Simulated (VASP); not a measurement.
## BaTiO3: dielectric tensor with r2SCAN

The system is BaTiO3.

```
CELL_PARAMETERS angstrom
3.99410 0.00000 0.00000
0.00000 3.99410 0.00000
0.00000 0.00000 3.99410
ATOMIC_POSITIONS crystal
Ba 0.50000 0.50000 0.50000
Ti 0.00000 0.00000 0.00000
O 0.50000 0.00000 0.00000
O 0.00000 0.50000 0.00000
O 0.00000 0.00000 0.50000
```

```
Program                : VASP 6.6.1
Task                   : dielectric tensor
Functional             : r2SCAN
Potentials or basis    : VASP PAW PBE potentials, release 64 (Ba_sv, Ti_sv, O)
Cutoff                 : 520 eV
k mesh                 : 6 × 6 × 6
Occupations            : gaussian, width 0.01 eV
Spin                   : no spin polarisation
Dipole correction      : no
Further INCAR settings : ALGO = Normal; EDIFF = 1e-08
```

```json
{"Band gap on the k mesh": "2.15 eV (least direct gap 2.30 eV)", "Electronic dielectric tensor (diagonal)": "5.99", "Born charges (mean of the diagonal)": "Ba +2.72; Ti +7.15; O -3.29 e"}
```

Levels at points of the mesh, in eV from the valence-band top:
```csv
k point,band 18,band 19,band 20,band 21,band 22,band 23
"(0.00, 0.00, 0.00)",-0.15,-0.15,-0.15,2.15,2.15,2.15
"(0.50, 0.00, 0.00)",-1.83,-0.75,-0.75,2.30,3.88,3.88
"(0.50, 0.50, 0.00)",-0.88,-0.88,-0.09,3.89,3.89,4.34
"(0.50, 0.50, 0.50)",0.00,0.00,0.00,4.58,4.58,4.58
```

Electronic dielectric tensor:
```
5.99 0.00 0.00
0.00 5.99 0.00
0.00 0.00 5.99
```

Born effective charge tensors (e):
atom 1, Ba
```
2.72 0.00 0.00
0.00 2.72 0.00
0.00 0.00 2.72
```
atom 2, Ti
```
7.15 0.00 0.00
0.00 7.15 0.00
0.00 0.00 7.15
```
atom 3, O
```
-5.68  0.00  0.00
 0.00 -2.10  0.00
 0.00  0.00 -2.10
```
atom 4, O
```
-2.10  0.00  0.00
 0.00 -5.68  0.00
 0.00  0.00 -2.10
```
atom 5, O
```
-2.10  0.00  0.00
 0.00 -2.10  0.00
 0.00  0.00 -5.68
```

Dipole moments of the cell (e·Å, modulo the quantum): ionic -31.953, -31.953, -31.953; electronic 0.000, 0.000, 0.018

Wall time 80 min on 1 thread of Intel(R) Xeon(R) Platinum 8259CL CPU @ 2.50GHz (Skylake/Cascade Lake) (shared host), peak memory 0.41 GiB.

Caveat: spin-orbit coupling is left out, which moves the levels of the heavy elements. r2SCAN opens gaps a little over a GGA but as a rule still falls short of measured ones.
